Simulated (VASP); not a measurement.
Ir, 1 atom in the cell. Symmetry: Fm-3m, No. 225, cubic system. The conventional cell has a = 3.837 Å, b = 3.837 Å, c = 3.837 Å, α = 90.00°, β = 90.00°, γ = 90.00°. Ir (site symmetry m-3m) has 12 Ir at 2.71 Å within 3.6 Å. 

```yaml
Program: VASP 6.6.1
Task: single point
Functional: PBE
Dispersion: D4
Potentials_or_basis: VASP PAW PBE potentials, release 64 (Ir)
Cutoff: 520 eV
k_mesh: 12 × 12 × 12
Occupations: fermi-dirac, width 0.05 eV
Spin: no spin polarisation
Dipole_correction: no
Further_INCAR_settings: ALGO = Fast; EDIFF = 1e-07; NBANDS = 10
```

Potentials or basis: VASP PAW PBE potentials, release 64 (Ir).

Command:

```sh
$ cat potpaw_PBE.64/Ir/POTCAR > POTCAR
$ mpirun -np 1 vasp_std > vasp.out
```

Hardware: 1 thread of Intel Xeon 6975P-C (shared host).

How long does it take, and how much memory?

It took 24 s on 1 thread of Intel Xeon 6975P-C, on a shared host, peak memory 0.13 GiB. Counts: scf iterations 19, k points 72.
